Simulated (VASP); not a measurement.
Crystal: Ta2N.

```
Ta N
1.0
     3.11286    0.00000    0.00000
    -1.55643    2.69582    0.00000
     0.00000    0.00000    4.86984
Ta N
2 1
Direct
  0.33333 0.66667 0.25471
  0.66667 0.33333 0.74529
  0.00000 0.00000 0.00000
```

Base run:

| Item | Value |
| --- | --- |
| Program | VASP 6.6.1 |
| Functional | r2SCAN |
| Potentials or basis | VASP PAW PBE potentials, release 64 (Ta_pv, N) |
| Cutoff | 520 eV |
| k mesh | 10 × 10 × 6 |
| Occupations | fermi-dirac, width 0.05 eV |
| Spin | no spin polarisation |
| Hubbard terms | Ta d U = 2.0 eV |

Its results: pressure 1.3 GPa; largest force 0.411 eV/Å.

Problem. After a change of settings the same cell gave: pressure 7.1 GPa; largest force 0.649 eV/Å. Which change was it?
A. hubbard terms from Ta d U = 2.0 eV to none
B. functional from r2SCAN to PBE; hubbard terms from Ta d U = 2.0 eV to none
C. hubbard terms from Ta d U = 2.0 eV to Ta d U = 3.0 eV; further incar settings from ALGO = Normal; EDIFF = 1e-06; NBANDS = 20 to ALGO = Normal; EDIFF = 1e-07; NBANDS = 20
D. hubbard terms from Ta d U = 2.0 eV to Ta d U = 4.0 eV

Solution. D.

Caveats: the PAW data sets were made with another functional, which shifts forces and pressure a little; U without spin polarisation on a metal has little footing.
